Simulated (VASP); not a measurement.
# TiAl (Pm-3m) in VASP: single point with PBEsol

Aim: the single point of TiAl with PBEsol.

Everything below comes from runs of VASP 6.6.1. Logs are shortened: lines on timing, memory, paths and dates and some standing lists are left out, and cuts for length are marked.

## (1) The cell of the first run

Symmetry: Pm-3m, No. 221, cubic system. The conventional cell has a = 3.018 Å, b = 3.018 Å, c = 3.018 Å, α = 90.00°, β = 90.00°, γ = 90.00°. Ti (site symmetry m-3m) has 8 Al at 2.61 Å and 6 Ti at 3.02 Å within 3.4 Å. Al (site symmetry m-3m) has 8 Ti at 2.61 Å and 6 Al at 3.02 Å within 3.4 Å.

## (2) Single point, PBEsol

Contents of INCAR:

```
PREC = Accurate ; ENCUT = 500
EDIFF = 1E-6 ; ISMEAR = -1
SIGMA = 0.05 ; LREAL = False
LASPH = True ; NELM = 120
ALGO = Normal ; ISIF = 2
LWAVE = False ; LCHARG = False
GGA = PS ; NBANDS = 14
GGA_COMPAT = False
```

Contents of KPOINTS:

```
regular mesh
0
Gamma
  15 15 15
```

Contents of POSCAR:

```
TiAl
1.0
    3.0180000000      0.0000000000      0.0000000000
    0.0000000000      3.0180000000      0.0000000000
    0.0000000000      0.0000000000      3.0180000000
Ti Al
1 1
Direct
    0.5000000000      0.5000000000      0.5000000000
    0.0000000000      0.0000000000      0.0000000000
```

Potentials or basis: VASP PAW PBE potentials, release 64 (Ti_sv, Al).

On the command line:

```bash
cat potpaw_PBE.64/Ti_sv/POTCAR potpaw_PBE.64/Al/POTCAR > POTCAR
mpirun -np 1 vasp_std > vasp.out
```

OUTCAR:

```text
PREC = Accurate
   ENCUT = 500
   EDIFF = 1E-6
   ISMEAR = -1
   LREAL = False
   LASPH = True
   NELM = 120
   ISIF = 2
   GGA = PS

 ion  position               nearest neighbor table
   1  0.500  0.500  0.500-   2 2.61   2 2.61   2 2.61   2 2.61   2 2.61   2 2.61   2 2.61   2 2.61

   2  0.000  0.000  0.000-   1 2.61   1 2.61   1 2.61   1 2.61   1 2.61   1 2.61   1 2.61   1 2.61

  LATTYP: Found a simple cubic cell.
 ALAT       =     3.0180000000

  Lattice vectors:

 A1 = (   3.0180000000,   0.0000000000,   0.0000000000)
 A2 = (   0.0000000000,   3.0180000000,   0.0000000000)
 A3 = (   0.0000000000,   0.0000000000,   3.0180000000)

Analysis of symmetry for initial positions (statically):
=====================================================================
 Subroutine PRICEL returns:
 Original cell was already a primitive cell.

 Routine SETGRP: Setting up the symmetry group for a
 simple cubic supercell.

 Subroutine GETGRP returns: Found 48 space group operations
 (whereof 48 operations were pure point group operations)
 out of a pool of 48 trial point group operations.

The static configuration has the point symmetry O_h .

Analysis of symmetry for dynamics (positions and initial velocities):
=====================================================================
 Subroutine PRICEL returns:
 Original cell was already a primitive cell.

 Routine SETGRP: Setting up the symmetry group for a
 simple cubic supercell.

 Subroutine GETGRP returns: Found 48 space group operations
 (whereof 48 operations were pure point group operations)
 out of a pool of 48 trial point group operations.

The dynamic configuration has the point symmetry O_h .

 Subroutine INISYM returns: Found 48 space group operations
 (whereof 48 operations are pure point group operations),
 and found     1 'primitive' translations

----------------------------------------------------------------------------------------

                                     Primitive cell

  volume of cell :      27.4889

  direct lattice vectors                    reciprocal lattice vectors
     3.018000000  0.000000000  0.000000000     0.331345262  0.000000000  0.000000000
     0.000000000  3.018000000  0.000000000     0.000000000  0.331345262  0.000000000
     0.000000000  0.000000000  3.018000000     0.000000000  0.000000000  0.331345262

  length of vectors
     3.018000000  3.018000000  3.018000000     0.331345262  0.331345262  0.331345262

  position of ions in fractional coordinates (direct lattice)
     0.500000000  0.500000000  0.500000000
     0.000000000  0.000000000  0.000000000

  ion indices of the primitive-cell ions
   primitive index   ion index
                 1           1
                 2           2

----------------------------------------------------------------------------------------

 KPOINTS: regular mesh

Automatic generation of k-mesh.
 Grid dimensions read from file:
 generate k-points for:   15   15   15

 Generating k-lattice:

  Cartesian coordinates                     Fractional coordinates (reciprocal lattice)
     0.022089684  0.000000000  0.000000000     0.066666667  0.000000000  0.000000000
     0.000000000  0.022089684  0.000000000     0.000000000  0.066666667  0.000000000
     0.000000000  0.000000000  0.022089684     0.000000000  0.000000000  0.066666667

  Length of vectors
     0.022089684  0.022089684  0.022089684

  Shift w.r.t. Gamma in fractional coordinates (k-lattice)
     0.000000000  0.000000000  0.000000000

 Subroutine IBZKPT returns following result:
 ===========================================

 Found    120 irreducible k-points:

 Following reciprocal coordinates:
            Coordinates               Weight
  0.000000  0.000000  0.000000      1.000000
  0.066667  0.000000  0.000000      6.000000
  0.133333  0.000000  0.000000      6.000000
  0.200000  0.000000  0.000000      6.000000
  0.266667  0.000000  0.000000      6.000000
  0.333333  0.000000  0.000000      6.000000
[... 16 lines left out ...]
  0.266667  0.200000  0.000000     24.000000
  0.333333  0.200000  0.000000     24.000000
 [... further k-points ...]
   k-points           NKPTS =    120   k-points in BZ     NKDIM =    120   number of bands    NBANDS=     14
   number of dos      NEDOS =    301   number of ions     NIONS =      2
   total plane-waves  NPLWV =  13824
   dimension x,y,z NGX =    24 NGY =   24 NGZ =   24
   dimension x,y,z NGXF=    48 NGYF=   48 NGZF=   48
   ions per type =               1   1
   NGX,Y,Z   is equivalent  to a cutoff of  13.22, 13.22, 13.22 a.u.
   NGXF,Y,Z  is equivalent  to a cutoff of  26.44, 26.44, 26.44 a.u.
 SYSTEM =  unknown system
   PREC   = accura    normal or accurate (medium, high low for compatibility)
   ISTART =      0    job   : 0-new  1-cont  2-samecut
   ICHARG =      2    charge: 1-file 2-atom 10-const
   ISPIN  =      1    spin polarized calculation?
   LNONCOLLINEAR =      F non collinear calculations
   LSORBIT =      F    spin-orbit coupling
   LASPH  =      T    aspherical Exc in radial PAW
   ENCUT  =  500.0 eV  36.75 Ry    6.06 a.u.   5.50  5.50  5.50*2*pi/ulx,y,z
   NELM   =    120;   NELMIN=  2; NELMDL= -5     # of ELM steps
   EDIFF  = 0.1E-05   stopping-criterion for ELM
   LREAL  =      F    real-space projection
   EDIFFG = 0.1E-04   stopping-criterion for IOM
   NSW    =      0    number of steps for IOM
   IBRION =     -1    ionic relax: 0-MD 1-quasi-New 2-CG
   NFREE  =      0    steps in history (QN), initial steepest desc. (CG)
   ISIF   =      2    stress and relaxation
   ISYM   =      2    0-nonsym 1-usesym 2-fastsym
   POTIM  = 0.5000    time-step for ionic-motion
   TEBEG  =    0.0;   TEEND  =   0.0 temperature during run
   PSTRESS=    0.0 pullay stress
   NELECT =      15.0000    total number of electrons
   NUPDOWN=      -1.0000    fix difference up-down
   EMIN   =  10.00;   EMAX   =-10.00  energy-range for DOS
   EFERMI =   0.00;   METHOD = LEGACY
   ISMEAR =    -1;   SIGMA  =   0.05  broadening in eV -4-tet -1-fermi 0-gaus
   EFERMI_NEDOS =   21; number of points for ismear=-14 and -15
   IALGO  =     38    algorithm
   IMIX   =      4    mixing-type and parameters
     AMIX     =   0.40;   BMIX     =  1.00
     AMIX_MAG =   1.60;   BMIX_MAG =  1.00
  volume/ion in A,a.u.               =      13.74        92.75
  Fermi-wavevector in a.u.,A,eV,Ry     =   1.337784  2.528045 24.349887  1.789666
  Thomas-Fermi vector in A             =   2.466306
   LORBIT       =      0    0 simple, 1 ext, 2 COOP (PROOUT), +10 PAW based schemes
   GGA     = PS    functional components
   LHFCALC =     F    Hartree Fock is set to
   AEXX    =    0.0000 exact exchange contribution
   IVDW    =     0    specifies the selected vdW correction
   LEPSILON=     F    determine dielectric tensor
   LRPA    =     F    only Hartree local field effects (RPA)
 non-spin polarized calculation
  energy-cutoff  :      500.00
  volume of cell :       27.49
 maximum number of plane-waves:       739
 NGX is ok and might be reduce to    24
   NGX = 11   NGY = 11   NGZ = 11

 number of electron      14.9999999 magnetization

 Free energy of the ion-electron system (eV)
  ---------------------------------------------------
  ext. energy  EPLUGINS =         0.00000000
  ---------------------------------------------------
  free energy    TOTEN  =       -12.74593279 eV

  energy without entropy =      -12.72986233  energy(sigma->0) =      -12.73789756

 E-fermi :  10.4317     XC(G=0): -11.8853

 val. band max:       10.4249989154   @ k =   0.3333   0.2000   0.0000
 cond. band min:      10.4384446139   @ k =   0.3333   0.2000   0.0667
 fundamental gap:      0.0134456984
 Fermi energy:        10.4317214752

 k-point     1 :       0.0000    0.0000    0.0000
  band No.  band energies     occupation
      1     -45.9150      2.00000
      2     -22.1984      2.00000
      3     -22.1984      2.00000
      4     -22.1984      2.00000
      5       0.4786      2.00000
      6       8.5763      2.00000
      7       8.5763      2.00000
      8      12.5890      0.00000
      9      12.5890      0.00000
     10      12.5890      0.00000
     11      15.6699      0.00000
     12      15.6699      0.00000
     13      15.6699      0.00000
     14      20.2064      0.00000

 k-point     2 :       0.0667    0.0000    0.0000
  band No.  band energies     occupation
      1     -45.9136      2.00000
      2     -22.2120      2.00000
      3     -22.1972      2.00000
      4     -22.1972      2.00000
      5       0.5602      2.00000
      6       8.5520      2.00000
      7       8.6152      2.00000
      8      12.4384      0.00000
      9      12.4384      0.00000
     10      12.6001      0.00000
     11      15.3482      0.00000
     12      15.8728      0.00000
     13      15.8728      0.00000
     14      20.0684      0.00000

 k-point     3 :       0.1333    0.0000    0.0000
  band No.  band energies     occupation
      1     -45.9099      2.00000
      2     -22.2503      2.00000
      3     -22.1938      2.00000
      4     -22.1938      2.00000
      5       0.8024      2.00000
      6       8.4433      2.00000
      7       8.7285      2.00000
      8      12.0816      0.00000
      9      12.0816      0.00000
     10      12.6317      0.00000
     11      14.6871      0.00000
     12      16.3886      0.00000
     13      16.3886      0.00000
     14      19.6814      0.00000
[... 324 lines left out ...]
 k-point    23 :       0.2667    0.2000    0.0000
  band No.  band energies     occupation
      1     -45.8877      2.00000
      2     -22.3569      2.00000
      3     -22.2865      2.00000
      4     -22.1737      2.00000
      5       2.3660      2.00000
      6       7.9894      2.00000
      7       8.7660      2.00000
      8      10.5873      0.08528
      9      11.3826      0.00000
     10      12.0335      0.00000
     11      14.2453      0.00000
     12      15.9952      0.00000
     13      18.9462      0.00000
     14      19.2328      0.00000

 k-point    24 :       0.3333    0.2000    0.0000
  band No.  band energies     occupation
      1     -45.8818      2.00000
      2     -22.4157      2.00000
      3     -22.2798      2.00000
      4     -22.1682      2.00000
      5       2.9718      2.00000
      6       7.2453      2.00000
      7       9.0462      2.00000
      8      10.4250      1.06712
      9      11.1119      0.00000
     10      12.0804      0.00000
     11      14.0526      0.00000
     12      16.4634      0.00000
     13      18.8366      0.00000
     14      19.6654      0.00000

 [... further k-points ...]

------------------------ aborting loop because EDIFF is reached ----------------------------------------

  FORCE on cell =-STRESS in cart. coord.  units (eV):
  Direction    XX          YY          ZZ          XY          YZ          ZX
  --------------------------------------------------------------------------------------
  -------------------------------------------------------------------------------------
  Total        3.5416846      3.5416846      3.5416846     -0.0000000     -0.0000000      0.0000000
  in kB      206.4252187    206.4252187    206.4252187     -0.0000000     -0.0000000      0.0000000
  external PRESSURE =     206.4252187 kB  Pullay stress =       0.0000000 kB

 VOLUME and BASIS-vectors are now :
 -----------------------------------------------------------------------------
  energy-cutoff  :      500.00
  volume of cell :       27.49
      direct lattice vectors                 reciprocal lattice vectors
     3.018000000  0.000000000  0.000000000     0.331345262  0.000000000  0.000000000
     0.000000000  3.018000000  0.000000000     0.000000000  0.331345262  0.000000000
     0.000000000  0.000000000  3.018000000     0.000000000  0.000000000  0.331345262

 POSITION                                       TOTAL-FORCE (eV/Angst)
 -----------------------------------------------------------------------------------
      1.50900      1.50900      1.50900         0.000000      0.000000      0.000000
      0.00000      0.00000      0.00000         0.000000      0.000000      0.000000
 -----------------------------------------------------------------------------------
    total drift:                                0.000000     -0.000000     -0.000000

  FREE ENERGIE OF THE ION-ELECTRON SYSTEM (eV)
  ---------------------------------------------------
  free  energy   TOTEN  =       -12.7459327923 eV

  energy  without entropy=      -12.7298623338  energy(sigma->0) =      -12.73789756
```

It took 22 s on 1 thread of Intel Xeon Platinum 8488C (Sapphire Rapids), shared host; peak memory 0.17 GiB.

Results:

```
Free energy            : -12.7459 eV
Pressure               : 20.6 GPa
Band gap on the k mesh : zero (an odd number of electrons rules out a gap without spin polarisation)
```

Caveat: the cell stands under pressure; the PAW data sets were made with another functional, which shifts forces and pressure a little.
